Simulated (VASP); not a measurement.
# AlN (Pmn2_1) in VASP: a series of runs

The runs below take AlN through single point, with r2SCAN.

Program: VASP 6.6.1. These are calculated values, not measurements. Logs are shortened: lines on timing, memory, paths and dates and some standing lists are left out, and cuts for length are marked.

### Step 1. The cell of the first run

Symmetry: Pmn2_1, No. 31, orthorhombic system. Conventional cell: a = 3.090 Å, b = 8.970 Å, c = 4.370 Å, α = 90.00°, β = 90.00°, γ = 90.00°. Al (site symmetry m) has 4 N at 1.89 Å within 2.5 Å. Within 2.5 Å of Al (site symmetry m) lie 4 N at 1.89 Å. Within 2.2 Å of Al (site symmetry m) lie 4 N at 1.66 to 1.89 Å. Within 2.5 Å of N (site symmetry m) lie 4 Al at 1.89 Å. N (site symmetry m) has 4 Al at 1.89 Å within 2.5 Å. Within 2.2 Å of N (site symmetry m) lie 4 Al at 1.66 to 1.89 Å.

### Step 2. Single point, r2SCAN (the distance across one plane changed)

Input file POSCAR:

```
AlN
1.0
    4.3698012523      0.0000000000      0.0000000000
    0.0000000000      2.1849006262     -2.1849006262
    0.0000000000      6.3425698441      6.3425698441
Al N
6 6
Direct
    0.0000000000      0.0000000000      0.2583442145
    0.5000000000      0.5000000000      0.4305851736
    0.0000000000      0.0000000000      0.6028261327
    0.5000000000      0.5000000000      0.7750670918
    0.0000000000      0.0000000000      0.9473080509
    0.5000000000      0.5000000000      0.0861032555
    0.7500000000      0.0000000000      0.4305851736
    0.2500000000      0.5000000000      0.6028261327
    0.7500000000      0.0000000000      0.7750670918
    0.2500000000      0.5000000000      0.9473080509
    0.7500000000      0.0000000000      0.0861032555
    0.2500000000      0.5000000000      0.2583442145
```

Input file INCAR.step1:

```
  PREC = Accurate
  ENCUT = 520
  ISMEAR = 0
  SIGMA = 0.05
  LREAL = F
  LASPH = T
  NELM = 80
  NBANDS = 36
  GGA = PE
  ALGO = Normal
  EDIFF = 1E-4
  LWAVE = T
  LCHARG = F
```

Input file INCAR.step2:

```
  PREC = Accurate
  ENCUT = 520
  EDIFF = 1E-6
  ISMEAR = 0
  SIGMA = 0.05
  LREAL = F
  LASPH = T
  NELM = 80
  ALGO = Normal
  ISIF = 2
  LWAVE = F
  LCHARG = T
  METAGGA = R2SCAN
  LMIXTAU = T
  LELF = T
  LVHAR = T
  NBANDS = 36
  ISTART = 1
```

Input file KPOINTS:

```
Automatic mesh
0
Gamma
  5 7 3
```

Potentials or basis: VASP PAW PBE potentials, release 64 (Al, N).

Command:

```bash
> cat potpaw_PBE.64/Al/POTCAR potpaw_PBE.64/N/POTCAR > POTCAR
> cp INCAR.step1 INCAR
> mpirun -np 1 vasp_std > vasp.out
> cp INCAR.step2 INCAR
> mpirun -np 1 vasp_std > vasp.out
```

OUTCAR:

```text
PREC = Accurate
   ENCUT = 520
   EDIFF = 1E-6
   ISMEAR = 0
   LREAL = F
   LASPH = T
   NELM = 80
   ISIF = 2
   METAGGA = R2SCAN
   ISTART = 1

 ion  position               nearest neighbor table
   1  0.000  0.000  0.258-  11 1.89  12 1.89  12 1.89   7 1.89   5 2.79   6 3.09   6 3.09   6 3.09
                             6 3.09   2 3.09   2 3.09   2 3.09   2 3.09   3 3.09
   2  0.500  0.500  0.431-   7 1.89   7 1.89  12 1.89   8 1.89   6 3.09   3 3.09   1 3.09   3 3.09
                             1 3.09   1 3.09   3 3.09   1 3.09   3 3.09   4 3.09
   3  0.000  0.000  0.603-   8 1.89   8 1.89   9 1.89   7 1.89   4 3.09   4 3.09   4 3.09   4 3.09
                             2 3.09   2 3.09   2 3.09   2 3.09   5 3.09   1 3.09
   4  0.500  0.500  0.775-   9 1.89   9 1.89   8 1.89  10 1.89   6 2.79   3 3.09   3 3.09   3 3.09
                             3 3.09   5 3.09   5 3.09   5 3.09   5 3.09   2 3.09
   5  0.000  0.000  0.947-  11 1.66  10 1.89  10 1.89   9 1.89   1 2.79   6 2.95   6 2.95   6 2.95
                             6 2.95   4 3.09   4 3.09   4 3.09   4 3.09   3 3.09
   6  0.500  0.500  0.086-  10 1.66  12 1.89  11 1.89  11 1.89   4 2.79   5 2.95   5 2.95   5 2.95
                             5 2.95   2 3.09   1 3.09   1 3.09   1 3.09   1 3.09
   7  0.750  0.000  0.431-   2 1.89   2 1.89   3 1.89   1 1.89
   8  0.250  0.500  0.603-   3 1.89   3 1.89   4 1.89   2 1.89
   9  0.750  0.000  0.775-   4 1.89   4 1.89   3 1.89   5 1.89
  10  0.250  0.500  0.947-   6 1.66   5 1.89   5 1.89   4 1.89
  11  0.750  0.000  0.086-   5 1.66   1 1.89   6 1.89   6 1.89
  12  0.250  0.500  0.258-   6 1.89   1 1.89   1 1.89   2 1.89

  LATTYP: Found a simple orthorhombic cell.
 ALAT       =     3.0899160980
 B/A-ratio  =     1.4142135623
 C/A-ratio  =     2.9029099850

  Lattice vectors:

 A1 = (   0.0000000000,  -2.1849006262,   2.1849006262)
 A2 = (   4.3698012523,   0.0000000000,   0.0000000000)
 A3 = (   0.0000000000,   6.3425698441,   6.3425698441)

Analysis of symmetry for initial positions (statically):
=====================================================================
 Subroutine PRICEL returns:
 Original cell was already a primitive cell.

 Routine SETGRP: Setting up the symmetry group for a
 simple orthorhombic supercell.

 Subroutine GETGRP returns: Found  4 space group operations
 (whereof  2 operations were pure point group operations)
 out of a pool of  8 trial point group operations.

The static configuration has the point symmetry C_1h.
 The point group associated with its full space group is C_2v.

Analysis of symmetry for dynamics (positions and initial velocities):
=====================================================================
 Subroutine PRICEL returns:
 Original cell was already a primitive cell.

 Routine SETGRP: Setting up the symmetry group for a
 simple orthorhombic supercell.

 Subroutine GETGRP returns: Found  4 space group operations
 (whereof  2 operations were pure point group operations)
 out of a pool of  8 trial point group operations.

The dynamic configuration has the point symmetry C_1h.
 The point group associated with its full space group is C_2v.

 Subroutine INISYM returns: Found  4 space group operations
 (whereof  2 operations are pure point group operations),
 and found     1 'primitive' translations

----------------------------------------------------------------------------------------

                                     Primitive cell

  volume of cell :     121.1124

  direct lattice vectors                    reciprocal lattice vectors
     4.369801252  0.000000000  0.000000000     0.228843360  0.000000000  0.000000000
     0.000000000  2.184900626 -2.184900626     0.000000000  0.228843360 -0.228843360
     0.000000000  6.342569844  6.342569844     0.000000000  0.078832400  0.078832400

  length of vectors
     4.369801252  3.089916098  8.969748294     0.228843360  0.323633383  0.111485849

  position of ions in fractional coordinates (direct lattice)
     0.000000000  0.000000000  0.258344214
     0.500000000  0.500000000  0.430585174
     0.000000000  0.000000000  0.602826133
     0.500000000  0.500000000  0.775067092
     0.000000000  0.000000000  0.947308051
     0.500000000  0.500000000  0.086103255
[... 26 lines left out ...]
Automatic generation of k-mesh.
 Grid dimensions read from file:
 generate k-points for:    5    7    3

 Generating k-lattice:

  Cartesian coordinates                     Fractional coordinates (reciprocal lattice)
     0.045768672  0.000000000  0.000000000     0.200000000  0.000000000  0.000000000
     0.000000000  0.032691909 -0.032691909     0.000000000  0.142857143  0.000000000
     0.000000000  0.026277467  0.026277467     0.000000000  0.000000000  0.333333333

  Length of vectors
     0.045768672  0.046233340  0.037161950

  Shift w.r.t. Gamma in fractional coordinates (k-lattice)
     0.000000000  0.000000000  0.000000000

 Subroutine IBZKPT returns following result:
 ===========================================

 Found     24 irreducible k-points:

 Following reciprocal coordinates:
            Coordinates               Weight
  0.000000  0.000000  0.000000      1.000000
  0.200000  0.000000  0.000000      2.000000
  0.400000  0.000000  0.000000      2.000000
  0.000000  0.142857  0.000000      2.000000
  0.200000  0.142857  0.000000      4.000000
  0.400000  0.142857  0.000000      4.000000
[... 16 lines left out ...]
  0.200000  0.428571  0.333333      8.000000
  0.400000  0.428571  0.333333      8.000000
   k-points           NKPTS =     24   k-points in BZ     NKDIM =     24   number of bands    NBANDS=     36
   number of dos      NEDOS =    301   number of ions     NIONS =     12
   total plane-waves  NPLWV =  53760
   dimension x,y,z NGX =    32 NGY =   24 NGZ =   70
   dimension x,y,z NGXF=    64 NGYF=   48 NGZF=  140
   ions per type =               6   6
   NGX,Y,Z   is equivalent  to a cutoff of  12.17, 12.91, 12.97 a.u.
   NGXF,Y,Z  is equivalent  to a cutoff of  24.35, 25.83, 25.95 a.u.
 SYSTEM =  unknown system
   PREC   = accura    normal or accurate (medium, high low for compatibility)
   ISTART =      1    job   : 0-new  1-cont  2-samecut
   ICHARG =      0    charge: 1-file 2-atom 10-const
   ISPIN  =      1    spin polarized calculation?
   LNONCOLLINEAR =      F non collinear calculations
   LSORBIT =      F    spin-orbit coupling
   LASPH  =      T    aspherical Exc in radial PAW
   ENCUT  =  520.0 eV  38.22 Ry    6.18 a.u.   8.12  5.75 16.68*2*pi/ulx,y,z
   NELM   =     80;   NELMIN=  2; NELMDL=  0     # of ELM steps
   EDIFF  = 0.1E-05   stopping-criterion for ELM
   LREAL  =      F    real-space projection
   EDIFFG = 0.1E-04   stopping-criterion for IOM
   NSW    =      0    number of steps for IOM
   IBRION =     -1    ionic relax: 0-MD 1-quasi-New 2-CG
   NFREE  =      0    steps in history (QN), initial steepest desc. (CG)
   ISIF   =      2    stress and relaxation
   ISYM   =      2    0-nonsym 1-usesym 2-fastsym
   POTIM  = 0.5000    time-step for ionic-motion
   TEBEG  =    0.0;   TEEND  =   0.0 temperature during run
   PSTRESS=    0.0 pullay stress
   NELECT =      48.0000    total number of electrons
   NUPDOWN=      -1.0000    fix difference up-down
   EMIN   =  10.00;   EMAX   =-10.00  energy-range for DOS
   EFERMI =   0.00;   METHOD = LEGACY
   ISMEAR =     0;   SIGMA  =   0.05  broadening in eV -4-tet -1-fermi 0-gaus
   EFERMI_NEDOS =   21; number of points for ismear=-14 and -15
   IALGO  =     38    algorithm
   IMIX   =      4    mixing-type and parameters
     AMIX     =   0.40;   BMIX     =  1.00
     AMIX_MAG =   1.60;   BMIX_MAG =  1.00
  volume/ion in A,a.u.               =      10.09        68.11
  Fermi-wavevector in a.u.,A,eV,Ry     =   1.202520  2.272434 19.674769  1.446055
  Thomas-Fermi vector in A             =   2.338299
   LORBIT       =      0    0 simple, 1 ext, 2 COOP (PROOUT), +10 PAW based schemes
   METAGGA = R2SCAN    functional components
   LHFCALC =     F    Hartree Fock is set to
   AEXX    =    0.0000 exact exchange contribution
   IVDW    =     0    specifies the selected vdW correction
   LEPSILON=     F    determine dielectric tensor
   LRPA    =     F    only Hartree local field effects (RPA)
 non-spin polarized calculation
 Gauss-broadening in eV      SIGMA  =   0.05
  energy-cutoff  :      520.00
  volume of cell :      121.11
 maximum number of plane-waves:      3292
   NGX = 17   NGY = 11   NGZ = 33

 number of electron      48.0000008 magnetization

 Free energy of the ion-electron system (eV)
  ---------------------------------------------------
  ext. energy  EPLUGINS =         0.00000000
  ---------------------------------------------------
  free energy    TOTEN  =      -113.78703178 eV

  energy without entropy =     -113.78703178  energy(sigma->0) =     -113.78703178

 E-fermi :   6.4020     XC(G=0): -11.5568

 val. band max:        6.1762245435   @ k =   0.0000   0.0000   0.0000
 cond. band min:       9.9580492125   @ k =   0.0000   0.0000   0.0000
 fundamental gap:      3.7818246690
 Fermi energy:         6.4020230534

 k-point     1 :       0.0000    0.0000    0.0000
  band No.  band energies     occupation
      1     -10.1202      2.00000
      2      -8.9414      2.00000
      3      -8.6551      2.00000
      4      -7.5772      2.00000
      5      -7.1656      2.00000
      6      -7.0608      2.00000
[... 925 lines left out ...]
     35      17.5901      0.00000
     36      17.8535      0.00000

------------------------ aborting loop because EDIFF is reached ----------------------------------------

  FORCE on cell =-STRESS in cart. coord.  units (eV):
  Direction    XX          YY          ZZ          XY          YZ          ZX
  --------------------------------------------------------------------------------------
  -------------------------------------------------------------------------------------
  Total        7.4628057      7.8886083      7.8886083      0.0000000      8.5518826      0.0000000
  in kB       98.7243054    104.3571826    104.3571826      0.0000000    113.1315363      0.0000000
  external PRESSURE =     102.4795569 kB  Pullay stress =       0.0000000 kB

 VOLUME and BASIS-vectors are now :
 -----------------------------------------------------------------------------
  energy-cutoff  :      520.00
  volume of cell :      121.11
      direct lattice vectors                 reciprocal lattice vectors
     4.369801252  0.000000000  0.000000000     0.228843360  0.000000000  0.000000000
     0.000000000  2.184900626 -2.184900626     0.000000000  0.228843360 -0.228843360
     0.000000000  6.342569844  6.342569844     0.000000000  0.078832400  0.078832400

 POSITION                                       TOTAL-FORCE (eV/Angst)
 -----------------------------------------------------------------------------------
      0.00000      1.63857      1.63857         0.067932      0.536245      0.536245
      2.18490      3.82347      1.63857        -0.055322      0.022591      0.022591
      0.00000      3.82347      3.82347        -0.055322     -0.022591     -0.022591
      2.18490      6.00837      3.82347         0.067932     -0.536245     -0.536245
      0.00000      6.00837      6.00837         2.643842     -3.212639     -3.212639
      2.18490      1.63857     -0.54633         2.643842      3.212639      3.212639
      3.27735      2.73102      2.73102         0.007697     -0.051236     -0.051236
      1.09245      4.91592      2.73102         0.007697      0.051236      0.051236
      3.27735      4.91592      4.91592         0.038359     -0.319046     -0.319046
      1.09245      7.10082      4.91592        -2.702508     -3.166299     -3.166299
      3.27735      0.54612      0.54612        -2.702508      3.166299      3.166299
      1.09245      2.73102      0.54612         0.038359      0.319046      0.319046
 -----------------------------------------------------------------------------------
    total drift:                                0.003190     -0.000248     -0.000248

  FREE ENERGIE OF THE ION-ELECTRON SYSTEM (eV)
  ---------------------------------------------------
  free  energy   TOTEN  =      -113.7870317789 eV

  energy  without entropy=     -113.7870317789  energy(sigma->0) =     -113.78703178
```

Wall time 2.2 min (1 thread of Intel Xeon 6975P-C (Granite Rapids), shared host); peak memory 0.26 GiB.

Results:

| Item | Value |
| --- | --- |
| Free energy | -113.7870 eV |
| Pressure | 10.2 GPa |
| Largest force | 5.257 eV/Å |
| Band gap on the k mesh | 3.78 eV |

Forces in eV/Å, atoms in the order of the input:
```
Al   0.068  0.536  0.536
Al  -0.055  0.023  0.023
Al  -0.055 -0.023 -0.023
Al   0.068 -0.536 -0.536
Al   2.644 -3.213 -3.213
Al   2.644  3.213  3.213
N    0.008 -0.051 -0.051
N    0.008  0.051  0.051
N    0.038 -0.319 -0.319
N   -2.703 -3.166 -3.166
N   -2.703  3.166  3.166
N    0.038  0.319  0.319
```

Stress tensor (GPa, compression positive):
```
 9.87  0.00  0.00
 0.00 10.44 11.31
 0.00 11.31 10.44
```

Caveat: the cell differs from its parent crystal (the distance across one plane changed); the cell stands under pressure; the PAW data sets were made with another functional, which shifts forces and pressure a little. A k mesh can miss the band edges.

[end of part 1 of 2]
